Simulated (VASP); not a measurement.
Input of a VASP 6.6.1 run:

File INCAR:

```
SYSTEM = GeSb2Te4
ALGO     = Fast           ! electronic algorithm
EDIFF    = 1E-6           ! SCF threshold, eV
ENCUT    = 520            ! plane-wave cutoff, eV
GGA      = PE             ! functional
ISIF     = 2              ! what is computed and relaxed
ISMEAR   = 0              ! smearing method
LASPH    = .True.         ! aspherical terms in the spheres
LCHARG   = .False.        ! write CHGCAR
LREAL    = .False.        ! projectors in reciprocal space
LWAVE    = .False.        ! write WAVECAR
NBANDS   = 33             ! bands
NELM     = 100            ! most SCF steps
PREC     = Accurate       ! precision mode
SIGMA    = 0.1            ! smearing width, eV
```

Contents of KPOINTS:

```
k-points
0
Gamma
  10 10 10
  0 0 0
```

POSCAR

```
GeSb2Te4
1.0
   -3.0580695239      3.0580695239      6.0683161140
    3.0580695239     -3.0580695239      6.0683161140
    3.0580695239      3.0580695239     -6.0683161140
Ge Sb Te
1 2 4
Direct
    0.0000000000      0.0000000000      0.0000000000
    0.5000000000      0.5000000000      0.0000000000
    0.2500000000      0.7500000000      0.5000000000
    0.5038064600      0.0038064600      0.5000000000
    0.2461313605      0.2461313605      0.0000000000
    0.9961935400      0.4961935400      0.5000000000
    0.7538686395      0.7538686395      0.0000000000
```

Potentials or basis: VASP PAW PBE potentials, release 64 (Ge_d, Sb, Te).

The run is started by

```console
$ cat potpaw_PBE.64/Ge_d/POTCAR potpaw_PBE.64/Sb/POTCAR potpaw_PBE.64/Te/POTCAR > POTCAR
$ mpirun -np 1 vasp_std > vasp.out
```

Task: Estimate the largest force.

Result: 0.010 eV/Å.

Task: What does it give for the band gap on the k mesh?

Result: Zero (bands 24 and 25 overlap by 0.16 eV).

Task: Estimate the pressure.

Result: 0.0 GPa.

Forces on the atoms (eV/Å):
```
Ge   0.000  0.000  0.000
Sb   0.000  0.000  0.000
Sb   0.000  0.000  0.000
Te   0.000  0.000 -0.010
Te   0.000  0.000  0.005
Te   0.000  0.000  0.010
Te   0.000  0.000 -0.005
```

Caveat: spin-orbit coupling is left out, which moves the levels of the heavy elements.
